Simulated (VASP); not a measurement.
# SiTe3 (Pm-3m) in VASP: a series of runs

Runs on SiTe3. Level: PBE. Tasks: single point.

Program: VASP 6.6.1. These are calculated values, not measurements. Logs are shortened: lines on timing, memory, paths and dates and some standing lists are left out, and cuts for length are marked.

## (1) The cell of the first run

It takes space group Pm-3m (No. 221, cubic). The conventional cell has a = 4.707 Å, b = 4.707 Å, c = 4.707 Å, α = 90.00°, β = 90.00°, γ = 90.00°. Within 4.4 Å of Si (site symmetry m-3m) lie 12 Te at 3.33 Å. Within 4.4 Å of Te (site symmetry 4/mmm) lie 4 Si at 3.33 Å and 8 Te at 3.33 Å.

## (2) Single point, PBE

INCAR

```
PREC = Accurate
ENCUT = 520
EDIFF = 1E-7
ISMEAR = 0
SIGMA = 0.1
LREAL = F
LASPH = T
NELM = 80
ALGO = Normal
ISIF = 2
LWAVE = F
LCHARG = F
GGA = PE
NBANDS = 19
```

KPOINTS

```
Automatic mesh
0
Gamma
  4 4 4
```

POSCAR

```
SiTe3
1.0
    4.7073466509      0.0000000000      0.0000000000
    0.0000000000      4.7073466509      0.0000000000
    0.0000000000      0.0000000000      4.7073466509
Si Te
1 3
Direct
    0.0000000000      0.0000000000      0.0000000000
    0.5000000000      0.0000000000      0.5000000000
    0.0000000000      0.5000000000      0.5000000000
    0.5000000000      0.5000000000      0.0000000000
```

Potentials or basis: VASP PAW PBE potentials, release 64 (Si, Te).

Started as:

```console
$ cat potpaw_PBE.64/Si/POTCAR potpaw_PBE.64/Te/POTCAR > POTCAR
$ mpirun -np 1 vasp_std > vasp.out
```

OUTCAR:

```text
PREC = Accurate
   ENCUT = 520
   EDIFF = 1E-7
   ISMEAR = 0
   LREAL = F
   LASPH = T
   NELM = 80
   ISIF = 2
   GGA = PE

 ion  position               nearest neighbor table
   1  0.000  0.000  0.000-   2 3.33   3 3.33   4 3.33   2 3.33   3 3.33   3 3.33   4 3.33   3 3.33
                             2 3.33   4 3.33   2 3.33   4 3.33
   2  0.500  0.000  0.500-   1 3.33   3 3.33   4 3.33   1 3.33   4 3.33   3 3.33   4 3.33   4 3.33
                             1 3.33   3 3.33   1 3.33   3 3.33
   3  0.000  0.500  0.500-   1 3.33   2 3.33   4 3.33   1 3.33   4 3.33   1 3.33   2 3.33   1 3.33
                             2 3.33   4 3.33   4 3.33   2 3.33
   4  0.500  0.500  0.000-   1 3.33   2 3.33   3 3.33   2 3.33   3 3.33   1 3.33   2 3.33   2 3.33
                             1 3.33   3 3.33   3 3.33   1 3.33

  LATTYP: Found a simple cubic cell.
 ALAT       =     4.7073466509

  Lattice vectors:

 A1 = (   4.7073466509,   0.0000000000,   0.0000000000)
 A2 = (   0.0000000000,   4.7073466509,   0.0000000000)
 A3 = (   0.0000000000,   0.0000000000,   4.7073466509)

Analysis of symmetry for initial positions (statically):
=====================================================================
 Subroutine PRICEL returns:
 Original cell was already a primitive cell.

 Routine SETGRP: Setting up the symmetry group for a
 simple cubic supercell.

 Subroutine GETGRP returns: Found 48 space group operations
 (whereof 48 operations were pure point group operations)
 out of a pool of 48 trial point group operations.

The static configuration has the point symmetry O_h .

Analysis of symmetry for dynamics (positions and initial velocities):
=====================================================================
 Subroutine PRICEL returns:
 Original cell was already a primitive cell.

 Routine SETGRP: Setting up the symmetry group for a
 simple cubic supercell.

 Subroutine GETGRP returns: Found 48 space group operations
 (whereof 48 operations were pure point group operations)
 out of a pool of 48 trial point group operations.

The dynamic configuration has the point symmetry O_h .

 Subroutine INISYM returns: Found 48 space group operations
 (whereof 48 operations are pure point group operations),
 and found     1 'primitive' translations

----------------------------------------------------------------------------------------

                                     Primitive cell

  volume of cell :     104.3106

  direct lattice vectors                    reciprocal lattice vectors
     4.707346651  0.000000000  0.000000000     0.212433898  0.000000000  0.000000000
     0.000000000  4.707346651  0.000000000     0.000000000  0.212433898  0.000000000
     0.000000000  0.000000000  4.707346651     0.000000000  0.000000000  0.212433898

  length of vectors
     4.707346651  4.707346651  4.707346651     0.212433898  0.212433898  0.212433898

  position of ions in fractional coordinates (direct lattice)
     0.000000000  0.000000000  0.000000000
     0.500000000  0.000000000  0.500000000
     0.000000000  0.500000000  0.500000000
     0.500000000  0.500000000  0.000000000

  ion indices of the primitive-cell ions
   primitive index   ion index
                 1           1
                 2           2
                 3           3
                 4           4

----------------------------------------------------------------------------------------

 KPOINTS: Automatic mesh

Automatic generation of k-mesh.
 Grid dimensions read from file:
 generate k-points for:    4    4    4

 Generating k-lattice:

  Cartesian coordinates                     Fractional coordinates (reciprocal lattice)
     0.053108475  0.000000000  0.000000000     0.250000000  0.000000000  0.000000000
     0.000000000  0.053108475  0.000000000     0.000000000  0.250000000  0.000000000
     0.000000000  0.000000000  0.053108475     0.000000000  0.000000000  0.250000000

  Length of vectors
     0.053108475  0.053108475  0.053108475

  Shift w.r.t. Gamma in fractional coordinates (k-lattice)
     0.000000000  0.000000000  0.000000000

 Subroutine IBZKPT returns following result:
 ===========================================

 Found     10 irreducible k-points:

 Following reciprocal coordinates:
            Coordinates               Weight
  0.000000  0.000000  0.000000      1.000000
  0.250000  0.000000  0.000000      6.000000
  0.500000  0.000000  0.000000      3.000000
  0.250000  0.250000  0.000000     12.000000
  0.500000  0.250000  0.000000     12.000000
  0.500000  0.500000  0.000000      3.000000
  0.250000  0.250000  0.250000      8.000000
  0.500000  0.250000  0.250000     12.000000
  0.500000  0.500000  0.250000      6.000000
  0.500000  0.500000  0.500000      1.000000
   k-points           NKPTS =     10   k-points in BZ     NKDIM =     10   number of bands    NBANDS=     19
   number of dos      NEDOS =    301   number of ions     NIONS =      4
   total plane-waves  NPLWV =  46656
   dimension x,y,z NGX =    36 NGY =   36 NGZ =   36
   dimension x,y,z NGXF=    72 NGYF=   72 NGZF=   72
   ions per type =               1   3
   NGX,Y,Z   is equivalent  to a cutoff of  12.71, 12.71, 12.71 a.u.
   NGXF,Y,Z  is equivalent  to a cutoff of  25.43, 25.43, 25.43 a.u.
 SYSTEM =  unknown system
   PREC   = accura    normal or accurate (medium, high low for compatibility)
   ISTART =      0    job   : 0-new  1-cont  2-samecut
   ICHARG =      2    charge: 1-file 2-atom 10-const
   ISPIN  =      1    spin polarized calculation?
   LNONCOLLINEAR =      F non collinear calculations
   LSORBIT =      F    spin-orbit coupling
   LASPH  =      T    aspherical Exc in radial PAW
   ENCUT  =  520.0 eV  38.22 Ry    6.18 a.u.   8.75  8.75  8.75*2*pi/ulx,y,z
   NELM   =     80;   NELMIN=  2; NELMDL= -5     # of ELM steps
   EDIFF  = 0.1E-06   stopping-criterion for ELM
   LREAL  =      F    real-space projection
   EDIFFG = 0.1E-05   stopping-criterion for IOM
   NSW    =      0    number of steps for IOM
   IBRION =     -1    ionic relax: 0-MD 1-quasi-New 2-CG
   NFREE  =      0    steps in history (QN), initial steepest desc. (CG)
   ISIF   =      2    stress and relaxation
   ISYM   =      2    0-nonsym 1-usesym 2-fastsym
   POTIM  = 0.5000    time-step for ionic-motion
   TEBEG  =    0.0;   TEEND  =   0.0 temperature during run
   PSTRESS=    0.0 pullay stress
   NELECT =      22.0000    total number of electrons
   NUPDOWN=      -1.0000    fix difference up-down
   EMIN   =  10.00;   EMAX   =-10.00  energy-range for DOS
   EFERMI =   0.00;   METHOD = LEGACY
   ISMEAR =     0;   SIGMA  =   0.10  broadening in eV -4-tet -1-fermi 0-gaus
   EFERMI_NEDOS =   21; number of points for ismear=-14 and -15
   IALGO  =     38    algorithm
   IMIX   =      4    mixing-type and parameters
     AMIX     =   0.40;   BMIX     =  1.00
     AMIX_MAG =   1.60;   BMIX_MAG =  1.00
  volume/ion in A,a.u.               =      26.08       175.98
  Fermi-wavevector in a.u.,A,eV,Ry     =   0.974480  1.841500 12.920243  0.949611
  Thomas-Fermi vector in A             =   2.104943
   LORBIT       =      0    0 simple, 1 ext, 2 COOP (PROOUT), +10 PAW based schemes
   GGA     = PE    functional components
   LHFCALC =     F    Hartree Fock is set to
   AEXX    =    0.0000 exact exchange contribution
   IVDW    =     0    specifies the selected vdW correction
   LEPSILON=     F    determine dielectric tensor
   LRPA    =     F    only Hartree local field effects (RPA)
 non-spin polarized calculation
 Gauss-broadening in eV      SIGMA  =   0.10
  energy-cutoff  :      520.00
  volume of cell :      104.31
 maximum number of plane-waves:      2832
 NGX is ok and might be reduce to    36
   NGX = 17   NGY = 17   NGZ = 17

 number of electron      21.9999997 magnetization

 Free energy of the ion-electron system (eV)
  ---------------------------------------------------
  ext. energy  EPLUGINS =         0.00000000
  ---------------------------------------------------
  free energy    TOTEN  =       -12.30355995 eV

  energy without entropy =      -12.27666091  energy(sigma->0) =      -12.29011043

 E-fermi :   7.9075     XC(G=0): -10.1050

 val. band max:        7.8546399254   @ k =   0.5000   0.5000   0.2500
 cond. band min:       7.9507427737   @ k =   0.5000   0.2500   0.0000
 fundamental gap:      0.0961028484
 Fermi energy:         7.9075137649

 k-point     1 :       0.0000    0.0000    0.0000
  band No.  band energies     occupation
      1      -6.1083      2.00000
      2      -1.9977      2.00000
      3      -1.9977      2.00000
      4       1.7164      2.00000
      5       2.5179      2.00000
      6       2.5179      2.00000
[... 11 lines left out ...]
     18      11.9727      0.00000
     19      11.9727      0.00000

 k-point     2 :       0.2500    0.0000    0.0000
  band No.  band energies     occupation
      1      -5.7525      2.00000
      2      -2.9515      2.00000
      3      -1.9266      2.00000
      4       1.1978      2.00000
      5       2.9212      2.00000
      6       2.9212      2.00000
[... 11 lines left out ...]
     18      12.5852      0.00000
     19      13.6767      0.00000

 k-point     3 :       0.5000    0.0000    0.0000
  band No.  band energies     occupation
      1      -5.0302      2.00000
      2      -4.1481      2.00000
      3      -1.8515      2.00000
      4       1.1856      2.00000
      5       3.7762      2.00000
      6       3.7762      2.00000
[... 11 lines left out ...]
     18      13.7279      0.00000
     19      14.5282      0.00000

 k-point     4 :       0.2500    0.2500    0.0000
  band No.  band energies     occupation
      1      -5.4041      2.00000
      2      -3.0201      2.00000
      3      -2.4797      2.00000
      4       0.6585      2.00000
      5       3.3259      2.00000
      6       4.0816      2.00000
[... 99 lines left out ...]
     18      14.9080      0.00000
     19      15.2208      0.00000

 k-point     9 :       0.5000    0.5000    0.2500
  band No.  band energies     occupation
      1      -3.5892      2.00000
      2      -3.5315      2.00000
      3      -3.5315      2.00000
      4       0.1096      2.00000
      5       2.1513      2.00000
      6       2.8628      2.00000
[... 11 lines left out ...]
     18      15.4367      0.00000
     19      15.4798      0.00000

 k-point    10 :       0.5000    0.5000    0.5000
  band No.  band energies     occupation
      1      -3.3643      2.00000
      2      -3.3643      2.00000
      3      -3.3643      2.00000
      4       0.8577      2.00000
      5       1.1700      2.00000
      6       1.9414      2.00000
[... 11 lines left out ...]
     18      15.1710      0.00000
     19      15.1710      0.00000

------------------------ aborting loop because EDIFF is reached ----------------------------------------

  FORCE on cell =-STRESS in cart. coord.  units (eV):
  Direction    XX          YY          ZZ          XY          YZ          ZX
  --------------------------------------------------------------------------------------
  -------------------------------------------------------------------------------------
  Total       -0.0774520     -0.0774520     -0.0774520      0.0000000      0.0000000     -0.0000000
  in kB       -1.1896371     -1.1896371     -1.1896371      0.0000000      0.0000000     -0.0000000
  external PRESSURE =      -1.1896371 kB  Pullay stress =       0.0000000 kB

 VOLUME and BASIS-vectors are now :
 -----------------------------------------------------------------------------
  energy-cutoff  :      520.00
  volume of cell :      104.31
      direct lattice vectors                 reciprocal lattice vectors
     4.707346651  0.000000000  0.000000000     0.212433898  0.000000000  0.000000000
     0.000000000  4.707346651  0.000000000     0.000000000  0.212433898  0.000000000
     0.000000000  0.000000000  4.707346651     0.000000000  0.000000000  0.212433898

 POSITION                                       TOTAL-FORCE (eV/Angst)
 -----------------------------------------------------------------------------------
      0.00000      0.00000      0.00000         0.000000      0.000000      0.000000
      2.35367      0.00000      2.35367         0.000000      0.000000      0.000000
      0.00000      2.35367      2.35367         0.000000      0.000000      0.000000
      2.35367      2.35367      0.00000         0.000000      0.000000      0.000000
 -----------------------------------------------------------------------------------
    total drift:                               -0.000000      0.000000      0.000000

  FREE ENERGIE OF THE ION-ELECTRON SYSTEM (eV)
  ---------------------------------------------------
  free  energy   TOTEN  =       -12.3035599513 eV

  energy  without entropy=      -12.2766609119  energy(sigma->0) =      -12.29011043
```

Run time: 17 s. Hardware: 1 thread of AMD EPYC 7R43 (Zen 3), shared host; peak memory 0.17 GiB.

What came out:

```
Free energy            : -12.3036 eV
Pressure               : -0.1 GPa
Band gap on the k mesh : zero (band 11 reaches 10.01 eV, above the bottom of band 12 at 7.29 eV)
```

Levels at points of the mesh, in eV from the Fermi level:
| k point | band 9 | band 10 | band 11 | band 12 | band 13 | band 14 |
| --- | --- | --- | --- | --- | --- | --- |
| (0.00, 0.00, 0.00) | -0.76 | -0.76 | 0.06 | 0.06 | 0.06 | 3.85 |
| (0.50, 0.00, 0.00) | -2.28 | -2.02 | -0.32 | 0.32 | 0.72 | 0.72 |
| (0.50, 0.50, 0.00) | -2.53 | -2.39 | -2.39 | -0.62 | 1.73 | 1.87 |
| (0.50, 0.50, 0.50) | 1.90 | 1.90 | 2.11 | 2.11 | 2.11 | 3.32 |

Caveat: spin-orbit coupling is left out, which moves the levels of the heavy elements.

## (3) Single point, PBE

This run uses another cell than the first one, of 36.46 Å³/atom, 1.398 times its volume.

INCAR

```
PREC = Accurate
ENCUT = 520
EDIFF = 1E-7
ISMEAR = 0
SIGMA = 0.1
LREAL = False
LASPH = True
NELM = 100
ALGO = Normal
ISIF = 2
LWAVE = False
LCHARG = False
GGA = PE
NBANDS = 19
```

KPOINTS is that of step 2.

POSCAR

```
SiTe3
1.0
    5.2634881200      0.0000000000      0.0000000000
    0.0000000000      5.2634881200      0.0000000000
    0.0000000000      0.0000000000      5.2634881200
Si Te
1 3
Direct
    0.0000000000      0.0000000000      0.0000000000
    0.5000000000      0.0000000000      0.5000000000
    0.0000000000      0.5000000000      0.5000000000
    0.5000000000      0.5000000000      0.0000000000
```

Potentials or basis: VASP PAW PBE potentials, release 64 (Si, Te).

Started as:

```console
$ cat potpaw_PBE.64/Si/POTCAR potpaw_PBE.64/Te/POTCAR > POTCAR
$ mpirun -np 1 vasp_std > vasp.out
```

Wall time 30 s (1 thread of AMD EPYC 7R43 (Zen 3), shared host); peak memory 0.2 GiB.

The run converged. Its results:

- Free energy: -10.8609 eV
- Pressure: -8.0 GPa
- Band gap on the k mesh: zero (band 11 reaches 5.16 eV, above the bottom of band 12 at 3.70 eV)

Levels at points of the mesh, in eV from the Fermi level:
| k point | band 7 | band 8 | band 9 | band 10 | band 11 | band 12 | band 13 | band 14 | band 15 | band 16 |
| --- | --- | --- | --- | --- | --- | --- | --- | --- | --- | --- |
| (0.00, 0.00, 0.00) | -3.60 | -0.59 | -0.59 | -0.59 | 0.04 | 0.04 | 0.04 | 2.39 | 2.39 | 2.39 |
| (0.50, 0.00, 0.00) | -2.11 | -2.11 | -1.35 | -1.35 | -0.98 | 0.01 | 0.38 | 0.38 | 1.28 | 1.28 |
| (0.50, 0.50, 0.00) | -2.28 | -2.28 | -1.56 | -1.51 | -1.51 | -0.15 | 0.93 | 0.99 | 1.81 | 1.81 |
| (0.50, 0.50, 0.50) | -3.99 | -3.99 | 1.00 | 1.00 | 1.07 | 1.07 | 1.07 | 2.09 | 2.09 | 2.09 |

Caveat: spin-orbit coupling is left out, which moves the levels of the heavy elements.
